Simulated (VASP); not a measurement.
# Ti (Fm-3m) in VASP: further runs

The runs below take Ti through single point, with LDA.

All numbers are computed with VASP 6.6.1; they aren't measurements. Logs are shortened: lines on timing, memory, paths and dates and some standing lists are left out, and cuts for length are marked.

## Step 1: The cell of the first run

Symmetry: Fm-3m, No. 225, cubic system. Conventional cell: a = 4.001 Å, b = 4.001 Å, c = 4.001 Å, α = 90.00°, β = 90.00°, γ = 90.00°. Within 3.7 Å of Ti (site symmetry m-3m) lie 12 Ti at 2.83 Å.

This isn't the form of Ti at room conditions, which is hcp.

## Step 2: Single point, LDA, collinear spin (16.01 Å³/atom)

INCAR

```
SYSTEM = Ti
  ALGO = Normal
  EDIFF = 1E-6
  ENCUT = 520
  ISIF = 2
  ISMEAR = 0
  ISPIN = 2
  LASPH = .TRUE.
  LCHARG = .FALSE.
  LMAXMIX = 4
  LORBIT = 11
  LREAL = .FALSE.
  LWAVE = .FALSE.
  MAGMOM = 0.75
  NBANDS = 16
  NELM = 150
  NUPDOWN = 0.75
  PREC = Accurate
  SIGMA = 0.15
```

KPOINTS

```
k-points
0
G
  22 22 22
  0 0 0
```

POSCAR

```
Ti
1.0
    0.0000000000      2.0005327171      2.0005327171
    2.0005327171      0.0000000000      2.0005327171
    2.0005327171      2.0005327171      0.0000000000
Ti
1
Direct
    0.0000000000      0.0000000000      0.0000000000
```

Potentials or basis: VASP PAW LDA potentials, release 64 (Ti_sv).

Launch:

```console
> cat potpaw_LDA.64/Ti_sv/POTCAR > POTCAR
> mpirun -np 1 vasp_std > vasp.out
```

OUTCAR:

```text
SYSTEM = Ti
   EDIFF = 1E-6
   ENCUT = 520
   ISIF = 2
   ISMEAR = 0
   ISPIN = 2
   LASPH = .TRUE.
   LORBIT = 11
   LREAL = .FALSE.
   NELM = 150
   NUPDOWN = 0.75
   PREC = Accurate

 ion  position               nearest neighbor table
   1  0.000  0.000  0.000-

  LATTYP: Found a face centered cubic cell.
 ALAT       =     4.0010654342

  Lattice vectors:

 A1 = (   0.0000000000,   2.0005327171,   2.0005327171)
 A2 = (   2.0005327171,   0.0000000000,   2.0005327171)
 A3 = (   2.0005327171,   2.0005327171,   0.0000000000)

Analysis of symmetry for initial positions (statically):
=====================================================================
 Subroutine PRICEL returns:
 Original cell was already a primitive cell.

 Routine SETGRP: Setting up the symmetry group for a
 face centered cubic supercell.

 Subroutine GETGRP returns: Found 48 space group operations
 (whereof 48 operations were pure point group operations)
 out of a pool of 48 trial point group operations.

The static configuration has the point symmetry O_h .

Analysis of symmetry for dynamics (positions and initial velocities):
=====================================================================
 Subroutine PRICEL returns:
 Original cell was already a primitive cell.

 Routine SETGRP: Setting up the symmetry group for a
 face centered cubic supercell.

 Subroutine GETGRP returns: Found 48 space group operations
 (whereof 48 operations were pure point group operations)
 out of a pool of 48 trial point group operations.

The dynamic configuration has the point symmetry O_h .

Analysis of structural, dynamic, and magnetic symmetry:
=====================================================================
 Subroutine PRICEL returns:
 Original cell was already a primitive cell.

 Routine SETGRP: Setting up the symmetry group for a
 face centered cubic supercell.

 Subroutine GETGRP returns: Found 48 space group operations
 (whereof 48 operations were pure point group operations)
 out of a pool of 48 trial point group operations.

The overall configuration has the point symmetry O_h .

 Subroutine INISYM returns: Found 48 space group operations
 (whereof 48 operations are pure point group operations),
 and found     1 'primitive' translations

----------------------------------------------------------------------------------------

[... 104 lines left out ...]
   EFERMI =   0.00;   METHOD = LEGACY
   ISMEAR =     0;   SIGMA  =   0.15  broadening in eV -4-tet -1-fermi 0-gaus
   EFERMI_NEDOS =   21; number of points for ismear=-14 and -15
   IALGO  =     38    algorithm
   IMIX   =      4    mixing-type and parameters
     AMIX     =   0.40;   BMIX     =  1.00
     AMIX_MAG =   1.60;   BMIX_MAG =  1.00
  volume/ion in A,a.u.               =      16.01       108.06
  Fermi-wavevector in a.u.,A,eV,Ry     =   1.487007  2.810035 30.085051  2.211189
  Thomas-Fermi vector in A             =   2.600222
   LORBIT       =     11    0 simple, 1 ext, 2 COOP (PROOUT), +10 PAW based schemes
   GGA     = CA    functional components
   LHFCALC =     F    Hartree Fock is set to
   AEXX    =    0.0000 exact exchange contribution
   IVDW    =     0    specifies the selected vdW correction
   LEPSILON=     F    determine dielectric tensor
   LRPA    =     F    only Hartree local field effects (RPA)
 spin polarized calculation
 Gauss-broadening in eV      SIGMA  =   0.15
  energy-cutoff  :      520.00
  volume of cell :       16.01
 maximum number of plane-waves:       444
 NGX is ok and might be reduce to    24
   NGX = 11   NGY = 11   NGZ = 11

 number of electron      11.9999999 magnetization       0.7500000

 Free energy of the ion-electron system (eV)
  ---------------------------------------------------
  ext. energy  EPLUGINS =         0.00000000
  ---------------------------------------------------
  free energy    TOTEN  =        -8.41965015 eV

  energy without entropy =       -8.40327320  energy(sigma->0) =       -8.41146168

 E-fermi :   8.6223     XC(G=0): -12.1670

 val. band max:        9.1116805202   @ k =   0.4091   0.2727   0.1364
 cond. band min:       8.6321739150   @ k =   0.2273   0.2273   0.0000
 fundamental gap:     -0.4795066052
 Fermi energy:         9.1142993294

 spin component 1

 k-point     1 :       0.0000    0.0000    0.0000
  band No.  band energies     occupation
      1     -47.1972      1.00000
      2     -23.3152      1.00000
      3     -23.3152      1.00000
      4     -23.3152      1.00000
      5       2.4455      1.00000
      6       9.5485      0.00002
[... 435 lines left out ...]
      5       5.9097      1.00000
      6       9.2521      0.09688
[... 8 lines left out ...]
     15      32.4446      0.00000
     16      32.6005      0.00000

 [... further k-points ...]

 spin component 2

 k-point     1 :       0.0000    0.0000    0.0000
  band No.  band energies     occupation
      1     -46.7643      1.00000
      2     -22.8835      1.00000
      3     -22.8835      1.00000
      4     -22.8835      1.00000
      5       2.9253      1.00000
      6      10.0372      0.00000
[... 435 lines left out ...]
      5       6.4160      1.00000
      6       9.6821      0.00000
[... 8 lines left out ...]
     15      32.8888      0.00000
     16      33.0476      0.00000

 [... further k-points ...]

------------------------ aborting loop because EDIFF is reached ----------------------------------------

  FORCE on cell =-STRESS in cart. coord.  units (eV):
  Direction    XX          YY          ZZ          XY          YZ          ZX
  --------------------------------------------------------------------------------------
  -------------------------------------------------------------------------------------
  Total        0.2074979      0.2074979      0.2074979      0.0000000      0.0000000     -0.0000000
  in kB       20.7614285     20.7614285     20.7614285      0.0000000      0.0000000     -0.0000000
  external PRESSURE =      20.7614285 kB  Pullay stress =       0.0000000 kB

 VOLUME and BASIS-vectors are now :
 -----------------------------------------------------------------------------
  energy-cutoff  :      520.00
  volume of cell :       16.01
      direct lattice vectors                 reciprocal lattice vectors
     0.000000000  2.000532717  2.000532717    -0.249933428  0.249933428  0.249933428
     2.000532717  0.000000000  2.000532717     0.249933428 -0.249933428  0.249933428
     2.000532717  2.000532717  0.000000000     0.249933428  0.249933428 -0.249933428

 POSITION                                       TOTAL-FORCE (eV/Angst)
 -----------------------------------------------------------------------------------
      0.00000      0.00000      0.00000        -0.000000     -0.000000     -0.000000
 -----------------------------------------------------------------------------------
    total drift:                                0.000000      0.000000     -0.000000

  FREE ENERGIE OF THE ION-ELECTRON SYSTEM (eV)
  ---------------------------------------------------
  free  energy   TOTEN  =        -8.4196501532 eV

  energy  without entropy=       -8.4032731974  energy(sigma->0) =       -8.41146168

 total charge

# of ion       s       p       d       tot
------------------------------------------
    1        2.268   6.130   1.991  10.389

 magnetization (x)

# of ion       s       p       d       tot
------------------------------------------
    1        0.006   0.056   0.471   0.533
```

Wall time 2.1 min (1 thread of Intel Xeon Platinum 8375C at 2.90GHz (Ice Lake), shared host); peak memory 0.22 GiB.

What came out:

```yaml
Free_energy: -8.4197 eV
Pressure: 2.1 GPa
Net_moment: 0.75 μB per cell
Site_moments: Ti +0.53 μB
Valence_electrons_inside_the_program's_atomic_spheres: Ti 10.39
```

Caveat: the total moment is fixed, so each spin has its own Fermi level and the state may be an excited one.

## Step 3: Single point, LDA, collinear spin (16.01 Å³/atom)

INCAR

```
ALGO = Normal
EDIFF = 1E-6
ENCUT = 520
ISIF = 2
ISMEAR = 0
ISPIN = 2
LASPH = T
LCHARG = F
LMAXMIX = 4
LORBIT = 11
LREAL = F
LWAVE = F
MAGMOM = 1
NBANDS = 16
NELM = 150
NUPDOWN = 1.0
PREC = Accurate
SIGMA = 0.15
```

KPOINTS

```
k-points
0
Gamma
  22 22 22
```

POSCAR is that of step 2.

Potentials or basis: VASP PAW LDA potentials, release 64 (Ti_sv).

Launch:

```console
> cat potpaw_LDA.64/Ti_sv/POTCAR > POTCAR
> mpirun -np 1 vasp_std > vasp.out
```

Wall time 2.5 min (1 thread of Intel Xeon Platinum 8375C at 2.90GHz (Ice Lake), shared host); peak memory 0.23 GiB.

Results (log left out):

```
Free energy                                           : -8.3450 eV
Pressure                                              : 3.7 GPa
Net moment                                            : 1.00 μB per cell
Site moments                                          : Ti +0.71 μB
Valence electrons inside the program's atomic spheres : Ti 10.39
```

Caveat: the cell stands under pressure; the total moment is fixed, so each spin has its own Fermi level and the state may be an excited one.

## Step 4: Single point, LDA, collinear spin (16.01 Å³/atom)

INCAR

```
SYSTEM = Ti
PREC = Accurate
ENCUT = 520
EDIFF = 1E-6
ISMEAR = 0
SIGMA = 0.15
LREAL = .False.
LASPH = .True.
NELM = 150
ALGO = Fast
ISIF = 2
LWAVE = .False.
LCHARG = .True.
ISPIN = 2
MAGMOM = 0.875
LORBIT = 11
NUPDOWN = 0.875
LMAXMIX = 4
GGA = CA
LELF = .True.
LVHAR = .True.
NBANDS = 16
```

KPOINTS

```
regular mesh
0
Gamma
  22 22 22
  0 0 0
```

POSCAR is that of step 3.

Potentials or basis: VASP PAW LDA potentials, release 64 (Ti_sv).

Launch:

```console
> cat potpaw_LDA.64/Ti_sv/POTCAR > POTCAR
> mpirun -np 1 vasp_std > vasp.out
```

OUTCAR:

```text
SYSTEM = Ti
   PREC = Accurate
   ENCUT = 520
   EDIFF = 1E-6
   ISMEAR = 0
   LREAL = .False.
   LASPH = .True.
   NELM = 150
   ISIF = 2
   ISPIN = 2
   LORBIT = 11
   NUPDOWN = 0.875
   GGA = CA

 ion  position               nearest neighbor table
   1  0.000  0.000  0.000-

  LATTYP: Found a face centered cubic cell.
 ALAT       =     4.0010654342

  Lattice vectors:

 A1 = (   0.0000000000,   2.0005327171,   2.0005327171)
 A2 = (   2.0005327171,   0.0000000000,   2.0005327171)
 A3 = (   2.0005327171,   2.0005327171,   0.0000000000)

Analysis of symmetry for initial positions (statically):
=====================================================================
 Subroutine PRICEL returns:
 Original cell was already a primitive cell.

 Routine SETGRP: Setting up the symmetry group for a
 face centered cubic supercell.

 Subroutine GETGRP returns: Found 48 space group operations
 (whereof 48 operations were pure point group operations)
 out of a pool of 48 trial point group operations.

The static configuration has the point symmetry O_h .

Analysis of symmetry for dynamics (positions and initial velocities):
=====================================================================
 Subroutine PRICEL returns:
 Original cell was already a primitive cell.

 Routine SETGRP: Setting up the symmetry group for a
 face centered cubic supercell.

 Subroutine GETGRP returns: Found 48 space group operations
 (whereof 48 operations were pure point group operations)
 out of a pool of 48 trial point group operations.

The dynamic configuration has the point symmetry O_h .

Analysis of structural, dynamic, and magnetic symmetry:
=====================================================================
 Subroutine PRICEL returns:
 Original cell was already a primitive cell.

 Routine SETGRP: Setting up the symmetry group for a
 face centered cubic supercell.

 Subroutine GETGRP returns: Found 48 space group operations
 (whereof 48 operations were pure point group operations)
 out of a pool of 48 trial point group operations.

The overall configuration has the point symmetry O_h .

 Subroutine INISYM returns: Found 48 space group operations
 (whereof 48 operations are pure point group operations),
 and found     1 'primitive' translations

----------------------------------------------------------------------------------------

                                     Primitive cell

  volume of cell :      16.0128

  direct lattice vectors                    reciprocal lattice vectors
     0.000000000  2.000532717  2.000532717    -0.249933428  0.249933428  0.249933428
     2.000532717  0.000000000  2.000532717     0.249933428 -0.249933428  0.249933428
     2.000532717  2.000532717  0.000000000     0.249933428  0.249933428 -0.249933428

  length of vectors
     2.829180500  2.829180500  2.829180500     0.432897396  0.432897396  0.432897396

  position of ions in fractional coordinates (direct lattice)
     0.000000000  0.000000000  0.000000000

  ion indices of the primitive-cell ions
   primitive index   ion index
                 1           1

----------------------------------------------------------------------------------------

[... 56 lines left out ...]
   ions per type =               1
   NGX,Y,Z   is equivalent  to a cutoff of  14.10, 14.10, 14.10 a.u.
   NGXF,Y,Z  is equivalent  to a cutoff of  28.21, 28.21, 28.21 a.u.
 SYSTEM =  Ti
   PREC   = accura    normal or accurate (medium, high low for compatibility)
   ISTART =      0    job   : 0-new  1-cont  2-samecut
   ICHARG =      2    charge: 1-file 2-atom 10-const
   ISPIN  =      2    spin polarized calculation?
   LNONCOLLINEAR =      F non collinear calculations
   LSORBIT =      F    spin-orbit coupling
   LASPH  =      T    aspherical Exc in radial PAW
   ENCUT  =  520.0 eV  38.22 Ry    6.18 a.u.   5.26  5.26  5.26*2*pi/ulx,y,z
   NELM   =    150;   NELMIN=  2; NELMDL= -5     # of ELM steps
   EDIFF  = 0.1E-05   stopping-criterion for ELM
   LREAL  =      F    real-space projection
   EDIFFG = 0.1E-04   stopping-criterion for IOM
   NSW    =      0    number of steps for IOM
   IBRION =     -1    ionic relax: 0-MD 1-quasi-New 2-CG
   NFREE  =      0    steps in history (QN), initial steepest desc. (CG)
   ISIF   =      2    stress and relaxation
   ISYM   =      2    0-nonsym 1-usesym 2-fastsym
   POTIM  = 0.5000    time-step for ionic-motion
   TEBEG  =    0.0;   TEEND  =   0.0 temperature during run
   PSTRESS=    0.0 pullay stress
   NELECT =      12.0000    total number of electrons
   NUPDOWN=       0.8750    fix difference up-down
   EMIN   =  10.00;   EMAX   =-10.00  energy-range for DOS
   EFERMI =   0.00;   METHOD = LEGACY
   ISMEAR =     0;   SIGMA  =   0.15  broadening in eV -4-tet -1-fermi 0-gaus
   EFERMI_NEDOS =   21; number of points for ismear=-14 and -15
   IALGO  =     68    algorithm
   IMIX   =      4    mixing-type and parameters
     AMIX     =   0.40;   BMIX     =  1.00
     AMIX_MAG =   1.60;   BMIX_MAG =  1.00
  volume/ion in A,a.u.               =      16.01       108.06
  Fermi-wavevector in a.u.,A,eV,Ry     =   1.487007  2.810035 30.085051  2.211189
  Thomas-Fermi vector in A             =   2.600222
   LORBIT       =     11    0 simple, 1 ext, 2 COOP (PROOUT), +10 PAW based schemes
   GGA     = CA    functional components
   LHFCALC =     F    Hartree Fock is set to
   AEXX    =    0.0000 exact exchange contribution
   IVDW    =     0    specifies the selected vdW correction
   LEPSILON=     F    determine dielectric tensor
   LRPA    =     F    only Hartree local field effects (RPA)
 spin polarized calculation
 RMM-DIIS sequential band-by-band and
 Gauss-broadening in eV      SIGMA  =   0.15
  energy-cutoff  :      520.00
  volume of cell :       16.01
 maximum number of plane-waves:       444
 NGX is ok and might be reduce to    24
   NGX = 11   NGY = 11   NGZ = 11

 number of electron      11.9999999 magnetization       0.8750000

 Free energy of the ion-electron system (eV)
  ---------------------------------------------------
  ext. energy  EPLUGINS =         0.00000000
  ---------------------------------------------------
  free energy    TOTEN  =        -8.38566429 eV

  energy without entropy =       -8.36993349  energy(sigma->0) =       -8.37779889

 E-fermi :   8.5606     XC(G=0): -12.1629

 val. band max:        9.1574695175   @ k =  -0.1818   0.2273   0.0455
 cond. band min:       8.5630927036   @ k =  -0.4545   0.1818   0.0000
 fundamental gap:     -0.5943768139
 Fermi energy:         9.1574954642

 spin component 1

 k-point     1 :       0.0000    0.0000    0.0000
  band No.  band energies     occupation
      1     -47.2189      1.00000
      2     -23.3373      1.00000
      3     -23.3373      1.00000
      4     -23.3373      1.00000
      5       2.4083      1.00000
      6       9.5193      0.00032
[... 435 lines left out ...]
      5       5.8751      1.00000
      6       9.2221      0.27122
[... 8 lines left out ...]
     15      32.4128      0.00000
     16      32.5682      0.00000

 [... further k-points ...]

 spin component 2

 k-point     1 :       0.0000    0.0000    0.0000
  band No.  band energies     occupation
      1     -46.7133      1.00000
      2     -22.8330      1.00000
      3     -22.8330      1.00000
      4     -22.8330      1.00000
      5       2.9679      1.00000
      6      10.0876      0.00000
[... 435 lines left out ...]
      5       6.4640      1.00000
      6       9.7261      0.00000
[... 8 lines left out ...]
     15      32.9324      0.00000
     16      33.0913      0.00000

 [... further k-points ...]

------------------------ aborting loop because EDIFF is reached ----------------------------------------

  FORCE on cell =-STRESS in cart. coord.  units (eV):
  Direction    XX          YY          ZZ          XY          YZ          ZX
  --------------------------------------------------------------------------------------
  -------------------------------------------------------------------------------------
  Total        0.2874136      0.2874136      0.2874136     -0.0000000      0.0000000      0.0000000
  in kB       28.7574835     28.7574835     28.7574835     -0.0000000      0.0000000      0.0000000
  external PRESSURE =      28.7574835 kB  Pullay stress =       0.0000000 kB

 VOLUME and BASIS-vectors are now :
 -----------------------------------------------------------------------------
  energy-cutoff  :      520.00
  volume of cell :       16.01
      direct lattice vectors                 reciprocal lattice vectors
     0.000000000  2.000532717  2.000532717    -0.249933428  0.249933428  0.249933428
     2.000532717  0.000000000  2.000532717     0.249933428 -0.249933428  0.249933428
     2.000532717  2.000532717  0.000000000     0.249933428  0.249933428 -0.249933428

 POSITION                                       TOTAL-FORCE (eV/Angst)
 -----------------------------------------------------------------------------------
      0.00000      0.00000      0.00000         0.000000      0.000000      0.000000
 -----------------------------------------------------------------------------------
    total drift:                                0.000000      0.000000      0.000000

  FREE ENERGIE OF THE ION-ELECTRON SYSTEM (eV)
  ---------------------------------------------------
  free  energy   TOTEN  =        -8.3856642905 eV

  energy  without entropy=       -8.3699334870  energy(sigma->0) =       -8.37779889

 total charge

# of ion       s       p       d       tot
------------------------------------------
    1        2.269   6.131   1.992  10.391

 magnetization (x)

# of ion       s       p       d       tot
------------------------------------------
    1        0.007   0.064   0.552   0.623
```

Wall time 4 min (1 thread of Intel Xeon Platinum 8375C at 2.90GHz (Ice Lake), shared host); peak memory 0.23 GiB.

Results:

- Free energy: -8.3857 eV
- Pressure: 2.9 GPa
- Net moment: 0.88 μB per cell
- Site moments: Ti +0.62 μB
- Valence electrons inside the program's atomic spheres: Ti 10.39

Caveat: the total moment is fixed, so each spin has its own Fermi level and the state may be an excited one.

## Step 5: Overview

```csv
fixed moment (μB),pressure (GPa),moment (μB)
0.75,2.1,0.75
1.0,3.7,1.00
0.875,2.9,0.88
```

Alike in all rows: task single point; level LDA; potentials or basis VASP PAW LDA potentials, release 64 (Ti_sv); spin collinear; cell as given; k mesh 22 × 22 × 22; cutoff (eV) 520; smearing gaussian 0.15 eV.

Caveats: the total moment is fixed, so each spin has its own Fermi level and the state may be an excited one; the cell stands under pressure (at least some runs).

Total energies depend on the potentials used, so only differences within one code and one set of settings carry meaning.
